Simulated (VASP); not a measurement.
Crystal: GaN.

```
Ga N
1.0
     0.00000    2.10852    2.10852
     2.10852    0.00000    2.10852
     2.10852    2.10852    0.00000
Ga N
1 1
Cartesian
  2.1085 2.1085 2.1085
  0.0000 0.0000 0.0000
```

Program: VASP 6.6.1. Alike in all runs: task single point; potentials or basis VASP PAW PBE potentials, release 64 (Ga_d, N); no spin polarisation; cell as given; k mesh 6 × 6 × 6; cutoff (eV) 520; smearing gaussian 0.01 eV.

Question: Order these runs on this cell by their pressure, lowest first.
A. level PBE
B. level r2SCAN
C. level PBE0; grid for exact exchange (PRECFOCK) Normal; share of exact exchange 0.25

Answer: C (-0.7 GPa), B (1.2 GPa), A (8.9 GPa).

Caveats: all runs use coarse meshes; the PAW data sets were made with another functional, which shifts forces and pressure a little (at least some runs).
